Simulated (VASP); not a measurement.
BN: single point with PBE

Crystal: BN.

```xyz
2
Lattice="0.0000 1.6706 1.9325 1.9325 0.0000 1.9325 1.9325 1.6706 0.0000" Properties=species:S:1:pos:R:3 pbc="T T T"
B     0.0000    0.0000    0.0000
N     2.8987    2.5060    2.8987
```

This cell differs from its parent crystal: volume 6.239 Å^3 an atom, c/a of the conventional cell 0.8645.

```yaml
Program: VASP 6.6.1
Task: single point
Functional: PBE
Potentials_or_basis: VASP PAW PBE potentials, release 64 (B, N)
Cutoff: 520 eV
k_mesh: 12 × 12 × 12
Occupations: gaussian, width 0.05 eV
Spin: no spin polarisation
Dipole_correction: no
Further_INCAR_settings: ALGO = Normal; EDIFF = 1e-06; NBANDS = 11
```

- Pressure: -16.3 GPa
- Band gap on the k mesh: 2.33 eV, indirect (least direct gap 7.33 eV)

Stress tensor (GPa, compression positive):
```
-39.27   0.00   0.00
  0.00  29.68   0.00
  0.00   0.00 -39.27
```

Levels at points of the mesh, in eV from the valence-band top:
```tsv
k point	band 2	band 3	band 4	band 5	band 6	band 7
(0.00, 0.00, 0.00)	-1.10	-1.10	0.00	7.33	8.33	8.33
(0.50, 0.00, 0.00)	-10.88	-3.48	-1.67	7.05	8.90	11.77
(0.50, 0.50, 0.00)	-9.95	-4.63	-4.58	4.58	9.44	14.70
(0.50, 0.00, 0.50)	-7.85	-6.51	-6.51	2.33	5.97	16.41
```

Wall time 12 s on 1 thread of Intel Xeon 6975P-C, with other jobs on the host, peak memory 0.13 GiB.

 A k mesh can miss the band edges.
